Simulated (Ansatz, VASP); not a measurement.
# Mg in VASP and in Ansatz

The input INCAR:

```
  ALGO = Normal
  EDIFF = 1E-7
  EDIFFG = -0.005
  ENCUT = 600
  GGA = PS
  IBRION = 2
  ISIF = 3
  ISMEAR = 0
  LASPH = True
  LCHARG = False
  LREAL = False
  LWAVE = False
  NELM = 80
  NSW = 100
  PREC = Accurate
  SIGMA = 0.1
```

The input KPOINTS:

```
k-points
0
Gamma
  15 15 8
```

POSCAR

```
Mg
1.0
    3.2092715325      0.0000000000      0.0000000000
   -1.6046357662      2.7793106748      0.0000000000
    0.0000000000      0.0000000000      5.2103300000
Mg
2
Direct
    0.3333333333      0.6666666667      0.2500000000
    0.6666666667      0.3333333333      0.7500000000
```

Input for Ansatz:

```yaml
crystal:
  lattice:
    - [3.2092715325, 0.0, 0.0]
    - [-1.6046357662, 2.7793106748, 0.0]
    - [0.0, 0.0, 5.21033]
  atoms:
    - { symbol: Mg, position: [0.3333333333, 0.6666666667, 0.25] }
    - { symbol: Mg, position: [0.6666666667, 0.3333333333, 0.75] }
basis:
  ecutwfc: 420
kpoints:
  mp_grid: { grid: [15, 15, 8] }
hamiltonian:
  xc: pbesol
scf:
  occupations: { method: gaussian, width: 0.1 }
output:
  forces: true
  stress: true
  eigenvalues: true
relax:
  adjacent_minimum: "off"
  f_tol: 0.005
  max_steps: 80
  cell: { stress_tol: 0.05 }
```

Alike in both runs: task relaxation of cell and atoms; functional PBEsol; k mesh 15 × 15 × 8; occupations gaussian, width 0.1 eV; no spin polarisation.

```csv
,VASP,Ansatz
version,VASP 6.6.1,Ansatz 0.2.0
potentials or method,"VASP PAW PBE potentials, release 64 (Mg), cutoff 600 eV","scalar-relativistic, plane waves, PAW"
valence electrons in the cell,4,20
```

VASP gave:

```
gap on the k mesh at the Fermi level, each at its own relaxed structure (eV) : none
relaxed volume (Å³/atom)                                                     : 22.46
relaxed length of the cell vector where the two differ most in proportion (Å)              : 5.106
```

Question: Which values does Ansatz return?

Answer: gap on the k mesh at the Fermi level, each at its own relaxed structure (eV): none; relaxed volume (Å³/atom): 22.48; relaxed length of the cell vector where the two differ most in proportion (Å): 5.108.

VASP's potentials were made for PBE, not for PBEsol. A gap of «none» marks a metal or a gap that the smearing closes. VASP's potentials hold 4 valence electrons a cell and Ansatz's 20, so a difference there can come from the potentials and not from the codes.
